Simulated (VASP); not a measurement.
The system is Pt.

```
Pt
1.0
     2.66707    0.00000    0.00000
    -1.33353    2.30975    0.00000
     0.00000    0.00000    4.60532
Pt
2
Direct
  0.66667 0.33333 0.75000
  0.33333 0.66667 0.25000
```

Base run:

- Program: VASP 6.6.1
- Functional: LDA
- Potentials or basis: VASP PAW LDA potentials, release 64 (Pt)
- Cutoff: 520 eV
- k mesh: 21 × 21 × 10
- Occupations: gaussian, width 0.15 eV
- Spin: collinear spin, ferromagnetic start
- Starting moments: [0.3, 0.3] μB
- Fixed moment: 0.6 μB

Its results: pressure 17.3 GPa; site moments Pt +0.29 μB.

Problem. The run is repeated on the same cell with these changes: fixed moment from 0.6 μB to 0.1 μB; moments at the start from [0.3, 0.3] to [0.05, 0.05]. What comes out?

Solution. Pressure 16.8 GPa; site moments Pt +0.05 μB.

Caveats: the total moment is fixed, so each spin has its own Fermi level.
